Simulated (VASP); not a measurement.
A run of VASP 6.6.1 is set up as follows.

File POSCAR:

```
PbF2
1.0
    0.0388301033      2.9791953547      3.0026588656
    2.9654953839      0.0512354040      2.9902535649
    2.9720728104      2.9733674805      0.0446579776
Pb F
1 2
Direct
   -0.0326179294      0.0319599720     -0.0354007910
    0.2638844282      0.3169362763      0.1886028916
    0.7687335012      0.6511037518      0.8467978994
```

File INCAR.step1:

```
PREC     = Accurate       # precision mode
ENCUT    = 520            # plane-wave cutoff, eV
ISMEAR   = 0              # smearing method
SIGMA    = 0.05           # smearing width, eV
LREAL    = F              # projectors in reciprocal space
LASPH    = T              # aspherical terms in the spheres
NELM     = 80             # most SCF steps
NBANDS   = 21             # bands
GGA      = PE             # functional
ALGO     = Normal         # electronic algorithm
EDIFF    = 1E-4           # SCF threshold, eV
LWAVE    = T              # write WAVECAR
LCHARG   = F              # write CHGCAR
```

INCAR.step2

```
PREC     = Accurate       # precision mode
ENCUT    = 520            # plane-wave cutoff, eV
EDIFF    = 1E-6           # SCF threshold, eV
ISMEAR   = 0              # smearing method
SIGMA    = 0.05           # smearing width, eV
LREAL    = F              # projectors in reciprocal space
LASPH    = T              # aspherical terms in the spheres
NELM     = 80             # most SCF steps
ALGO     = Normal         # electronic algorithm
ISIF     = 2              # what is computed and relaxed
LWAVE    = F              # write WAVECAR
LCHARG   = F              # write CHGCAR
METAGGA  = R2SCAN         # meta-GGA
LMIXTAU  = T            
NBANDS   = 21             # bands
ISTART   = 1
```

The input KPOINTS:

```
Automatic mesh
0
Gamma
  8 8 8
```

Potentials or basis: VASP PAW PBE potentials, release 64 (Pb_d, F).

Run with:

```sh
$ cat potpaw_PBE.64/Pb_d/POTCAR potpaw_PBE.64/F/POTCAR > POTCAR
$ cp INCAR.step1 INCAR
$ mpirun -np 1 vasp_std > vasp.out
$ cp INCAR.step2 INCAR
$ mpirun -np 1 vasp_std > vasp.out
```

Problem. Predict the pressure.

Solution. 7.5 GPa.

Problem. What does it give for the band gap on the k mesh?

Solution. 3.45 eV (least direct gap 3.79 eV).

Problem. What does it give for the largest force?

Solution. 2.653 eV/Å.

Forces in eV/Å, atoms in the order of the input:
```
Pb  -0.896  0.678 -0.474
F   -0.408  0.985 -1.129
F    1.304 -1.663  1.603
```

Caveat: the cell differs from its parent crystal (atoms moved at random and the cell strained at random); the cell stands under pressure; the PAW data sets were made with another functional, which shifts forces and pressure a little; spin-orbit coupling is left out, which moves the levels of the heavy elements. A k mesh can miss the band edges.
